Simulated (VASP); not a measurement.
A run of VASP 6.6.1 is set up as follows.

INCAR

```
  PREC = Accurate
  ENCUT = 520
  EDIFF = 1E-7
  ISMEAR = 0
  SIGMA = 0.01
  LREAL = False
  LASPH = True
  NELM = 100
  ALGO = Normal
  ISIF = 2
  LWAVE = False
  LCHARG = False
  NBANDS = 28
```

File KPOINTS:

```
regular mesh
0
Gamma
  6 6 6
```

The input POSCAR:

```
La2O3
1.0
    6.5080436375      0.0000000000      0.0000000000
   -3.2540218188      5.6361304129      0.0000000000
    0.0000000000      0.0000000000      3.4268072525
La O
2 3
Direct
    0.3333333333      0.6666666667      0.5000000000
    0.6666666667      0.3333333333      0.5000000000
    0.4919900000      0.4919900000      0.0000000000
    0.0000000000      0.5080100000      0.0000000000
    0.5080100000      0.0000000000      0.0000000000
```

Potentials or basis: VASP PAW LDA potentials, release 64 (La, O).

Run with:

```sh
$ cat potpaw_LDA.64/La/POTCAR potpaw_LDA.64/O/POTCAR > POTCAR
$ mpirun -np 1 vasp_std > vasp.out
```

(1) Predict the pressure.

(2) Estimate the band gap on the k mesh.

(3) Predict the largest force.

## Answers

(1) -11.5 GPa.

(2) 1.70 eV (least direct gap 2.04 eV).

(3) 0.117 eV/Å.

Caveat: the cell stands under tension; spin-orbit coupling is left out, which moves the levels of the heavy elements.
